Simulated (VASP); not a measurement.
Set up this calculation in VASP 6.6.1, as the native input.

```
Task                      : relaxation of the atoms
Functional                : PBE
Dispersion                : D3(BJ)
Potentials or basis       : VASP PAW PBE potentials, release 64 (Ti_sv)
Cutoff                    : 520 eV
k mesh                    : 12 × 12 × 1
Occupations               : gaussian, width 0.1 eV
Spin                      : no spin polarisation
Dipole correction         : yes
Atoms held fixed (from 0) : [0, 1]
Further INCAR settings    : ALGO = Normal; EDIFF = 1e-06; IBRION = 2; EDIFFG = -0.03; NSW = 70
```

The structure of Ti lies in POSCAR:

```
Ti
1.0
    2.8861771965      0.0000000000      0.0000000000
   -1.4430885982      2.4995027720      0.0000000000
    0.0000000000      0.0000000000     23.1479386375
Ti
5
Selective dynamics
Direct
    0.6666666667      0.3333333333      0.3024027370  F F F
    0.3333333333      0.6666666667      0.4012013685  F F F
    0.6666666667      0.3333333333      0.5000000000  T T T
    0.3333333333      0.6666666667      0.5987986315  T T T
    0.6666666667      0.3333333333      0.6975972630  T T T
```

One way to write it, as run:

INCAR

```
SYSTEM = Ti
  PREC = Accurate
  ENCUT = 520
  EDIFF = 1E-6
  ISMEAR = 0
  SIGMA = 0.1
  LREAL = .FALSE.
  LASPH = .TRUE.
  NELM = 100
  ALGO = Normal
  ISIF = 2
  LWAVE = .FALSE.
  LCHARG = .FALSE.
  LDIPOL = .TRUE.
  IDIPOL = 3
  DIPOL = 0.5 0.5 0.500
  GGA = PE
  IVDW = 12
  IBRION = 2
  NSW = 70
  EDIFFG = -0.03
```

KPOINTS

```
regular mesh
0
G
  12 12 1
  0 0 0
```

Potentials or basis: VASP PAW PBE potentials, release 64 (Ti_sv).

Command:

```sh
$ cat potpaw_PBE.64/Ti_sv/POTCAR > POTCAR
$ mpirun -np 1 vasp_std > vasp.out
```

Results of the run:

| Quantity | Value |
| --- | --- |
| Energy gained by relaxing | 8.0 meV/atom |
| Ionic steps | 6 |
| Band gap on the k mesh | zero (bands 30 and 31 overlap by 1.03 eV) |
| Dispersion energy per atom | -0.501 eV |

Run time: 7.6 min on 1 thread of AMD EPYC 9R45 96-Core Processor (Zen 5), with other jobs on the host, peak memory 0.34 GiB.
